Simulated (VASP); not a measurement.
The system is K3Si4.

```
K Si
1.0
     5.00656    0.00000    0.00000
     0.00000    5.00656    0.00000
     0.00000    0.00000    5.00656
K Si
3 4
Direct
  0.50000 0.00000 0.00000
  0.00000 0.50000 0.00000
  0.00000 0.00000 0.50000
  0.00000 0.50000 0.50000
  0.50000 0.00000 0.50000
  0.50000 0.50000 0.00000
  0.50000 0.50000 0.50000
```

* Program: VASP 6.6.1
* Task: relaxation of cell and atoms
* Functional: PBE
* Potentials or basis: VASP PAW PBE potentials, release 64 (K_sv, Si)
* Cutoff: 600 eV
* k mesh: 4 × 4 × 4
* Occupations: gaussian, width 0.1 eV
* Spin: no spin polarisation

At the start: pressure 39.2 GPa; volume 17.93 Å³/atom.

Problem. How do energy, volume and symmetry change on relaxing?

Solution. Over 15 steps the energy falls by 1133.4 meV/atom and the volume is 32.94 Å³/atom (+83.7 %); space group Pm-3m (No. 221, to 0.05 Å).

Step by step:
| step | energy change (eV) | largest force (eV/Å) | pressure (GPa) | volume (Å³) |
| --- | --- | --- | --- | --- |
| 1 | 0.0000 | 0.0000 | 39.19 | 125.49 |
| 2 | -7.9105 | 0.0000 | 0.86 | 223.17 |
| 3 | -7.9293 | 0.0000 | 0.40 | 227.97 |
| 4 | -7.9294 | 0.0000 | 0.40 | 228.02 |
| 5 | -7.9298 | 0.0000 | 0.38 | 228.17 |
| 6 | -7.9298 | 0.0000 | 0.38 | 228.17 |
| 7 | -7.9298 | 0.0000 | 0.38 | 228.17 |
| 8 | -7.9298 | 0.0000 | 0.38 | 228.18 |
| 9 | -7.9298 | 0.0000 | 0.38 | 228.20 |
| 10 | -7.9299 | 0.0000 | 0.38 | 228.24 |
| 11 | -7.9301 | 0.0000 | 0.37 | 228.31 |
| 12 | -7.9304 | 0.0000 | 0.35 | 228.46 |
| 13 | -7.9311 | 0.0000 | 0.33 | 228.76 |
| 14 | -7.9322 | 0.0000 | 0.27 | 229.36 |
| 15 | -7.9339 | 0.0000 | 0.17 | 230.57 |

Final structure:
```xyz
7
Lattice="6.1320 0.0000 0.0000 0.0000 6.1320 0.0000 0.0000 0.0000 6.1320" Properties=species:S:1:pos:R:3 pbc="T T T"
K     3.0660    0.0000    0.0000
K     0.0000    3.0660    0.0000
K     0.0000    0.0000    3.0660
Si    0.0000    3.0660    3.0660
Si    3.0660    0.0000    3.0660
Si    3.0660    3.0660    0.0000
Si    3.0660    3.0660    3.0660
```

Caveat: the volume moved by over 15 % at a fixed basis, so the end points are rough.
